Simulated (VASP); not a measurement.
# Ga8Sb5P3 (R3m) in VASP: further runs, part 2 of 2

VASP 6.6.1. Earlier steps stand in the parts before.

## (3) Single point, PBEsol

INCAR

```
ALGO = Normal
EDIFF = 1E-6
ENCUT = 500
GGA = PS
GGA_COMPAT = F
ISIF = 2
ISMEAR = 0
LASPH = T
LCHARG = T
LELF = T
LREAL = F
LVHAR = T
LWAVE = F
NBANDS = 86
NELM = 120
PREC = Accurate
SIGMA = 0.01
```

KPOINTS

```
k-points
0
Gamma
  4 4 4
```

POSCAR

```
Ga8Sb5P3
1.0
    0.0067259003      5.8689088490      5.8689088490
    5.8689088490      0.0067259003      5.8689088490
    5.8689088490      5.8689088490      0.0067259003
Ga P Sb
8 3 5
Direct
    0.0086392054      0.0086392054      0.0070040872
   -0.0060666907     -0.0060666907      0.4939333093
    0.0125859891      0.4856170107     -0.0143829893
    0.0086392054      0.5070040872      0.5086392054
    0.4856170107      0.0125859891     -0.0143829893
    0.5070040872      0.0086392054      0.5086392054
    0.4995431878      0.4995431878     -0.0004568122
    0.4856170107      0.4856170107      0.5125859891
    0.1258355116      0.1258355116      0.1236753827
    0.1258355116      0.6236753827      0.6258355116
    0.6236753827      0.1258355116      0.6258355116
    0.1251595460      0.1251595460      0.6251595460
    0.1221625340      0.6254606890      0.1254606890
    0.6254606890      0.1221625340      0.1254606890
    0.6248311304      0.6248311304      0.1248311304
    0.6254606890      0.6254606890      0.6221625340
```

Potentials or basis: VASP PAW PBE potentials, release 64 (Ga_d, P, Sb).

On the command line:

```sh
$ cat potpaw_PBE.64/Ga_d/POTCAR potpaw_PBE.64/P/POTCAR potpaw_PBE.64/Sb/POTCAR > POTCAR
$ mpirun -np 1 vasp_std > vasp.out
```

OUTCAR:

```text
EDIFF = 1E-6
   ENCUT = 500
   GGA = PS
   ISIF = 2
   ISMEAR = 0
   LASPH = T
   LREAL = F
   NELM = 120
   PREC = Accurate

 ion  position               nearest neighbor table
   1  0.009  0.009  0.007-   9 2.38  12 2.59  13 2.60  14 2.60
   2  0.994  0.994  0.494-  10 2.51  11 2.51   9 2.51  12 2.67
   3  0.013  0.486  0.986-  10 2.44   9 2.44  15 2.63  13 2.64
   4  0.009  0.507  0.509-  10 2.38  12 2.59  13 2.60  16 2.60
   5  0.486  0.013  0.986-  11 2.44   9 2.44  15 2.63  14 2.64
   6  0.507  0.009  0.509-  11 2.38  12 2.59  14 2.60  16 2.60
[... 8 lines left out ...]
  15  0.625  0.625  0.125-   7 2.55   5 2.63   3 2.63   8 2.63
  16  0.625  0.625  0.622-   7 2.56   6 2.60   4 2.60   8 2.64

  LATTYP: Found a trigonal (rhomboedric) cell.
 ALAT       =     8.2998932158
 COS(alpha) =     0.5011456932

  Lattice vectors:

 A1 = (   0.0067259003,   5.8689088490,   5.8689088490)
 A2 = (   5.8689088490,   0.0067259003,   5.8689088490)
 A3 = (   5.8689088490,   5.8689088490,   0.0067259003)

Analysis of symmetry for initial positions (statically):
=====================================================================
 Subroutine PRICEL returns:
 Original cell was already a primitive cell.

 Routine SETGRP: Setting up the symmetry group for a
 trigonal (rhombohedral) supercell.

 Subroutine GETGRP returns: Found  6 space group operations
 (whereof  2 operations were pure point group operations)
 out of a pool of 12 trial point group operations.

The static configuration has the point symmetry C_1h.
 The point group associated with its full space group is C_3v.

Analysis of symmetry for dynamics (positions and initial velocities):
=====================================================================
 Subroutine PRICEL returns:
 Original cell was already a primitive cell.

 Routine SETGRP: Setting up the symmetry group for a
 trigonal (rhombohedral) supercell.

 Subroutine GETGRP returns: Found  6 space group operations
 (whereof  2 operations were pure point group operations)
 out of a pool of 12 trial point group operations.

The dynamic configuration has the point symmetry C_1h.
 The point group associated with its full space group is C_3v.

 Subroutine INISYM returns: Found  6 space group operations
 (whereof  2 operations are pure point group operations),
 and found     1 'primitive' translations

----------------------------------------------------------------------------------------

                                     Primitive cell

  volume of cell :     403.6035

  direct lattice vectors                    reciprocal lattice vectors
     0.006725900  5.868908849  5.868908849    -0.085341305  0.085243614  0.085243614
     5.868908849  0.006725900  5.868908849     0.085243614 -0.085341305  0.085243614
     5.868908849  5.868908849  0.006725900     0.085243614  0.085243614 -0.085341305

  length of vectors
     8.299893216  8.299893216  8.299893216     0.147702693  0.147702693  0.147702693

  position of ions in fractional coordinates (direct lattice)
     0.008639205  0.008639205  0.007004087
     0.993933309  0.993933309  0.493933309
[... 68 lines left out ...]
  0.500000  0.500000 -0.000000      3.000000
  0.250000  0.250000  0.250000      2.000000
  0.500000  0.250000  0.250000      6.000000
 -0.250000  0.250000  0.250000      6.000000
  0.500000  0.500000  0.250000      6.000000
 -0.250000  0.500000  0.250000      6.000000
  0.500000  0.500000  0.500000      1.000000
   k-points           NKPTS =     13   k-points in BZ     NKDIM =     13   number of bands    NBANDS=     86
   number of dos      NEDOS =    301   number of ions     NIONS =     16
   total plane-waves  NPLWV = 262144
   dimension x,y,z NGX =    64 NGY =   64 NGZ =   64
   dimension x,y,z NGXF=   128 NGYF=  128 NGZF=  128
   ions per type =               8   3   5
   NGX,Y,Z   is equivalent  to a cutoff of  12.82, 12.82, 12.82 a.u.
   NGXF,Y,Z  is equivalent  to a cutoff of  25.64, 25.64, 25.64 a.u.
 SYSTEM =  unknown system
   PREC   = accura    normal or accurate (medium, high low for compatibility)
   ISTART =      0    job   : 0-new  1-cont  2-samecut
   ICHARG =      2    charge: 1-file 2-atom 10-const
   ISPIN  =      1    spin polarized calculation?
   LNONCOLLINEAR =      F non collinear calculations
   LSORBIT =      F    spin-orbit coupling
   LASPH  =      T    aspherical Exc in radial PAW
   ENCUT  =  500.0 eV  36.75 Ry    6.06 a.u.  15.13 15.13 15.13*2*pi/ulx,y,z
   NELM   =    120;   NELMIN=  2; NELMDL= -5     # of ELM steps
   EDIFF  = 0.1E-05   stopping-criterion for ELM
   LREAL  =      F    real-space projection
   EDIFFG = 0.1E-04   stopping-criterion for IOM
   NSW    =      0    number of steps for IOM
   IBRION =     -1    ionic relax: 0-MD 1-quasi-New 2-CG
   NFREE  =      0    steps in history (QN), initial steepest desc. (CG)
   ISIF   =      2    stress and relaxation
   ISYM   =      2    0-nonsym 1-usesym 2-fastsym
   POTIM  = 0.5000    time-step for ionic-motion
   TEBEG  =    0.0;   TEEND  =   0.0 temperature during run
   PSTRESS=    0.0 pullay stress
   NELECT =     144.0000    total number of electrons
   NUPDOWN=      -1.0000    fix difference up-down
   EMIN   =  10.00;   EMAX   =-10.00  energy-range for DOS
   EFERMI =   0.00;   METHOD = LEGACY
   ISMEAR =     0;   SIGMA  =   0.01  broadening in eV -4-tet -1-fermi 0-gaus
   EFERMI_NEDOS =   21; number of points for ismear=-14 and -15
   IALGO  =     38    algorithm
   IMIX   =      4    mixing-type and parameters
     AMIX     =   0.40;   BMIX     =  1.00
     AMIX_MAG =   1.60;   BMIX_MAG =  1.00
  volume/ion in A,a.u.               =      25.23       170.23
  Fermi-wavevector in a.u.,A,eV,Ry     =   1.161121  2.194200 18.343392  1.348201
  Thomas-Fermi vector in A             =   2.297696
   LORBIT       =      0    0 simple, 1 ext, 2 COOP (PROOUT), +10 PAW based schemes
   GGA     = PS    functional components
   LHFCALC =     F    Hartree Fock is set to
   AEXX    =    0.0000 exact exchange contribution
   IVDW    =     0    specifies the selected vdW correction
   LEPSILON=     F    determine dielectric tensor
   LRPA    =     F    only Hartree local field effects (RPA)
 non-spin polarized calculation
 Gauss-broadening in eV      SIGMA  =   0.01
  energy-cutoff  :      500.00
  volume of cell :      403.60
 maximum number of plane-waves:     10272
 NGX is ok and might be reduce to    64
   NGX = 31   NGY = 31   NGZ = 31

 number of electron     144.0000001 magnetization

 Free energy of the ion-electron system (eV)
  ---------------------------------------------------
  ext. energy  EPLUGINS =         0.00000000
  ---------------------------------------------------
  free energy    TOTEN  =       -69.32711121 eV

  energy without entropy =      -69.32693490  energy(sigma->0) =      -69.32702306

 E-fermi :   5.0323     XC(G=0):  -9.5523

 val. band max:        5.0322881297   @ k =   0.2500   0.2500   0.2500
 cond. band min:       5.0797398005   @ k =   0.0000   0.0000   0.0000
 fundamental gap:      0.0474516708
 Fermi energy:         5.0322881297

 k-point     1 :       0.0000    0.0000    0.0000
  band No.  band energies     occupation
      1     -10.4107      2.00000
      2     -10.4052      2.00000
      3     -10.4052      2.00000
      4     -10.3501      2.00000
      5     -10.3501      2.00000
      6     -10.2490      2.00000
[... 1120 lines left out ...]
     83       8.6427      0.00000
     84       8.6435      0.00000
 [bands above 84 left out]

------------------------ aborting loop because EDIFF is reached ----------------------------------------

  FORCE on cell =-STRESS in cart. coord.  units (eV):
  Direction    XX          YY          ZZ          XY          YZ          ZX
  --------------------------------------------------------------------------------------
  -------------------------------------------------------------------------------------
  Total        0.1963276      0.1963276      0.1963276      0.0108817      0.0108817      0.0108817
  in kB        0.7793583      0.7793583      0.7793583      0.0431967      0.0431967      0.0431967
  external PRESSURE =       0.7793583 kB  Pullay stress =       0.0000000 kB

 VOLUME and BASIS-vectors are now :
 -----------------------------------------------------------------------------
  energy-cutoff  :      500.00
  volume of cell :      403.60
      direct lattice vectors                 reciprocal lattice vectors
     0.006725900  5.868908849  5.868908849    -0.085341305  0.085243614  0.085243614
     5.868908849  0.006725900  5.868908849     0.085243614 -0.085341305  0.085243614
     5.868908849  5.868908849  0.006725900     0.085243614  0.085243614 -0.085341305

 POSITION                                       TOTAL-FORCE (eV/Angst)
 -----------------------------------------------------------------------------------
      0.09187      0.09187      0.10145         0.010065      0.010065      0.008451
      8.73884      8.73884     11.66993        -0.003793     -0.003793     -0.003793
      8.63462      5.86163      2.93054        -0.011135      0.000333      0.000333
      5.96078      3.03927      3.02968         0.010065      0.008451      0.010065
      5.86163      8.63462      2.93054         0.000333     -0.011135      0.000333
      3.03927      5.96078      3.02968         0.008451      0.010065      0.010065
[... 8 lines left out ...]
      4.40390      4.40390      7.33499        -0.002481     -0.002481     -0.002481
      7.32639      7.32639      7.34573        -0.001794     -0.001794     -0.002374
 -----------------------------------------------------------------------------------
    total drift:                               -0.000270     -0.000270     -0.000270

  FREE ENERGIE OF THE ION-ELECTRON SYSTEM (eV)
  ---------------------------------------------------
  free  energy   TOTEN  =       -69.3271112101 eV

  energy  without entropy=      -69.3269349009  energy(sigma->0) =      -69.32702306
```

Run time: 24 min. Hardware: 1 thread of Oxide Virtual Turin-like, shared host; peak memory 0.75 GiB.

Results:

```yaml
Free_energy: -69.3271 eV
Pressure: 0.1 GPa
Largest_force: 0.017 eV/Å
Band_gap_on_the_k_mesh: zero (bands 72 and 73 overlap by 0.05 eV)
```

Forces on the atoms (eV/Å):
```
Ga   0.010  0.010  0.008
Ga  -0.004 -0.004 -0.004
Ga  -0.011  0.000  0.000
Ga   0.010  0.008  0.010
Ga   0.000 -0.011  0.000
Ga   0.008  0.010  0.010
Ga   0.000  0.000  0.000
Ga   0.000  0.000 -0.011
P   -0.002 -0.002  0.000
P   -0.002  0.000 -0.002
P    0.000 -0.002 -0.002
Sb  -0.003 -0.003 -0.003
Sb  -0.002 -0.002 -0.002
Sb  -0.002 -0.002 -0.002
Sb  -0.002 -0.002 -0.002
Sb  -0.002 -0.002 -0.002
```

Levels at points of the mesh, in eV from the Fermi level:
| k point | band 69 | band 70 | band 71 | band 72 | band 73 | band 74 | band 75 | band 76 |
| --- | --- | --- | --- | --- | --- | --- | --- | --- |
| (0.00, 0.00, 0.00) | -1.08 | -0.53 | -0.18 | 0.05 | 0.05 | 0.29 | 0.29 | 0.54 |
| (0.50, 0.00, 0.00) | -1.21 | -0.84 | -0.67 | -0.66 | 0.46 | 0.91 | 1.33 | 1.34 |
| (0.50, 0.50, 0.00) | -1.67 | -1.19 | -1.16 | -1.14 | 0.94 | 1.23 | 1.66 | 1.84 |
| (0.50, 0.50, 0.50) | -1.40 | -1.40 | -0.36 | -0.36 | 0.10 | 1.16 | 1.16 | 1.22 |

Caveat: semilocal functionals underestimate gaps, and a narrow one can read as zero; the PAW data sets were made with another functional, which shifts forces and pressure a little; spin-orbit coupling is left out, which moves the levels of the heavy elements.

The gap in the log of VASP goes by the Fermi energy; the results here count the filled bands.